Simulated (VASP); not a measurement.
# AlCo (Pm-3m) in VASP: single point with PBEsol

Aim: the single point of AlCo with PBEsol.

All numbers are computed with VASP 6.6.1; they aren't measurements. Logs are shortened: lines on timing, memory, paths and dates and some standing lists are left out, and cuts for length are marked.

### Step 1. The cell of the first run

The structure is cubic, space group Pm-3m (No. 221). Conventional cell: a = 2.823 Å, b = 2.823 Å, c = 2.823 Å, α = 90.00°, β = 90.00°, γ = 90.00°. Al (site symmetry m-3m) has 8 Co at 2.44 Å and 6 Al at 2.82 Å within 3.2 Å. Co (site symmetry m-3m) has 8 Al at 2.44 Å and 6 Co at 2.82 Å within 3.2 Å.

### Step 2. Single point, PBEsol

INCAR reads:

```
PREC = Accurate ; ENCUT = 520
EDIFF = 1E-6 ; ISMEAR = 0
SIGMA = 0.1 ; LREAL = F
LASPH = T ; NELM = 60
ALGO = Normal ; ISIF = 2
LWAVE = F ; LCHARG = F
GGA = PS ; NBANDS = 13
```

KPOINTS reads:

```
regular mesh
0
Gamma
  14 14 14
```

POSCAR reads:

```
AlCo
1.0
    2.8225853316      0.0000000000      0.0000000000
    0.0000000000      2.8225853316      0.0000000000
    0.0000000000      0.0000000000      2.8225853316
Al Co
1 1
Direct
    0.0000000000      0.0000000000      0.0000000000
    0.5000000000      0.5000000000      0.5000000000
```

Potentials or basis: VASP PAW PBE potentials, release 64 (Al, Co).

On the command line:

```console
cat potpaw_PBE.64/Al/POTCAR potpaw_PBE.64/Co/POTCAR > POTCAR
mpirun -np 1 vasp_std > vasp.out
```

OUTCAR:

```text
PREC = Accurate
   ENCUT = 520
   EDIFF = 1E-6
   ISMEAR = 0
   LREAL = F
   LASPH = T
   NELM = 60
   ISIF = 2
   GGA = PS

 ion  position               nearest neighbor table
   1  0.000  0.000  0.000-   2 2.44   2 2.44   2 2.44   2 2.44   2 2.44   2 2.44   2 2.44   2 2.44

   2  0.500  0.500  0.500-   1 2.44   1 2.44   1 2.44   1 2.44   1 2.44   1 2.44   1 2.44   1 2.44

  LATTYP: Found a simple cubic cell.
 ALAT       =     2.8225853316

  Lattice vectors:

 A1 = (   2.8225853316,   0.0000000000,   0.0000000000)
 A2 = (   0.0000000000,   2.8225853316,   0.0000000000)
 A3 = (   0.0000000000,   0.0000000000,   2.8225853316)

Analysis of symmetry for initial positions (statically):
=====================================================================
 Subroutine PRICEL returns:
 Original cell was already a primitive cell.

 Routine SETGRP: Setting up the symmetry group for a
 simple cubic supercell.

 Subroutine GETGRP returns: Found 48 space group operations
 (whereof 48 operations were pure point group operations)
 out of a pool of 48 trial point group operations.

The static configuration has the point symmetry O_h .

Analysis of symmetry for dynamics (positions and initial velocities):
=====================================================================
 Subroutine PRICEL returns:
 Original cell was already a primitive cell.

 Routine SETGRP: Setting up the symmetry group for a
 simple cubic supercell.

 Subroutine GETGRP returns: Found 48 space group operations
 (whereof 48 operations were pure point group operations)
 out of a pool of 48 trial point group operations.

The dynamic configuration has the point symmetry O_h .

 Subroutine INISYM returns: Found 48 space group operations
 (whereof 48 operations are pure point group operations),
 and found     1 'primitive' translations

----------------------------------------------------------------------------------------

                                     Primitive cell

  volume of cell :      22.4875

  direct lattice vectors                    reciprocal lattice vectors
     2.822585332  0.000000000  0.000000000     0.354285126  0.000000000  0.000000000
     0.000000000  2.822585332  0.000000000     0.000000000  0.354285126  0.000000000
     0.000000000  0.000000000  2.822585332     0.000000000  0.000000000  0.354285126

  length of vectors
[... 91 lines left out ...]
   TEBEG  =    0.0;   TEEND  =   0.0 temperature during run
   PSTRESS=    0.0 pullay stress
   NELECT =      12.0000    total number of electrons
   NUPDOWN=      -1.0000    fix difference up-down
   EMIN   =  10.00;   EMAX   =-10.00  energy-range for DOS
   EFERMI =   0.00;   METHOD = LEGACY
   ISMEAR =     0;   SIGMA  =   0.10  broadening in eV -4-tet -1-fermi 0-gaus
   EFERMI_NEDOS =   21; number of points for ismear=-14 and -15
   IALGO  =     38    algorithm
   IMIX   =      4    mixing-type and parameters
     AMIX     =   0.40;   BMIX     =  1.00
     AMIX_MAG =   1.60;   BMIX_MAG =  1.00
  volume/ion in A,a.u.               =      11.24        75.88
  Fermi-wavevector in a.u.,A,eV,Ry     =   1.327868  2.509306 23.990239  1.763233
  Thomas-Fermi vector in A             =   2.457148
   LORBIT       =      0    0 simple, 1 ext, 2 COOP (PROOUT), +10 PAW based schemes
   GGA     = PS    functional components
   LHFCALC =     F    Hartree Fock is set to
   AEXX    =    0.0000 exact exchange contribution
   IVDW    =     0    specifies the selected vdW correction
   LEPSILON=     F    determine dielectric tensor
   LRPA    =     F    only Hartree local field effects (RPA)
 non-spin polarized calculation
 Gauss-broadening in eV      SIGMA  =   0.10
  energy-cutoff  :      520.00
  volume of cell :       22.49
 maximum number of plane-waves:       624
 NGX is ok and might be reduce to    24
   NGX = 11   NGY = 11   NGZ = 11

 number of electron      11.9999996 magnetization

 Free energy of the ion-electron system (eV)
  ---------------------------------------------------
  ext. energy  EPLUGINS =         0.00000000
  ---------------------------------------------------
  free energy    TOTEN  =       -13.08409297 eV

  energy without entropy =      -13.08080733  energy(sigma->0) =      -13.08245015

 E-fermi :  10.8464     XC(G=0): -12.5268

 val. band max:       10.8380747898   @ k =   0.5000   0.3571   0.0714
 cond. band min:      10.9159065756   @ k =   0.5000   0.2857   0.0000
 fundamental gap:      0.0778317858
 Fermi energy:        10.8463964336

 k-point     1 :       0.0000    0.0000    0.0000
  band No.  band energies     occupation
      1      -0.4269      2.00000
      2       7.7233      2.00000
      3       7.7233      2.00000
      4       9.9872      2.00000
      5       9.9872      2.00000
      6       9.9872      2.00000
      7      16.9482      0.00000
      8      16.9482      0.00000
      9      16.9482      0.00000
     10      19.7119      0.00000
     11      19.7119      0.00000
     12      26.5443      0.00000
     13      32.7909      0.00000
[... 354 lines left out ...]
  band No.  band energies     occupation
      1       2.7303      2.00000
      2       6.6676      2.00000
      3       8.2065      2.00000
      4       8.9257      2.00000
      5       9.2968      2.00000
      6       9.7336      2.00000
      7      11.5270      0.00000
      8      15.4436      0.00000
      9      19.3760      0.00000
     10      20.8721      0.00000
     11      23.2419      0.00000
     12      25.6487      0.00000
     13      27.9402      0.00000

 [... further k-points ...]

------------------------ aborting loop because EDIFF is reached ----------------------------------------

  FORCE on cell =-STRESS in cart. coord.  units (eV):
  Direction    XX          YY          ZZ          XY          YZ          ZX
  --------------------------------------------------------------------------------------
  -------------------------------------------------------------------------------------
  Total        0.0142285      0.0142285      0.0142285     -0.0000000     -0.0000000     -0.0000000
  in kB        1.0137477      1.0137477      1.0137477     -0.0000000     -0.0000000     -0.0000000
  external PRESSURE =       1.0137477 kB  Pullay stress =       0.0000000 kB

 VOLUME and BASIS-vectors are now :
 -----------------------------------------------------------------------------
  energy-cutoff  :      520.00
  volume of cell :       22.49
      direct lattice vectors                 reciprocal lattice vectors
     2.822585332  0.000000000  0.000000000     0.354285126  0.000000000  0.000000000
     0.000000000  2.822585332  0.000000000     0.000000000  0.354285126  0.000000000
     0.000000000  0.000000000  2.822585332     0.000000000  0.000000000  0.354285126

 POSITION                                       TOTAL-FORCE (eV/Angst)
 -----------------------------------------------------------------------------------
      0.00000      0.00000      0.00000         0.000000      0.000000      0.000000
      1.41129      1.41129      1.41129         0.000000      0.000000      0.000000
 -----------------------------------------------------------------------------------
    total drift:                                0.000000     -0.000000     -0.000000

  FREE ENERGIE OF THE ION-ELECTRON SYSTEM (eV)
  ---------------------------------------------------
  free  energy   TOTEN  =       -13.0840929695 eV

  energy  without entropy=      -13.0808073309  energy(sigma->0) =      -13.08245015
```

Wall time 9.3 s (1 thread of Intel Xeon 6975P-C (Granite Rapids), shared host); peak memory 0.16 GiB.

Results:

| Quantity | Value |
| --- | --- |
| Free energy | -13.0841 eV |
| Pressure | 0.1 GPa |
| Band gap on the k mesh | zero (bands 6 and 7 overlap by 2.63 eV) |

Caveat: the PAW data sets were made with another functional, which shifts forces and pressure a little; the run has no spin polarisation, though such a crystal can be magnetic.
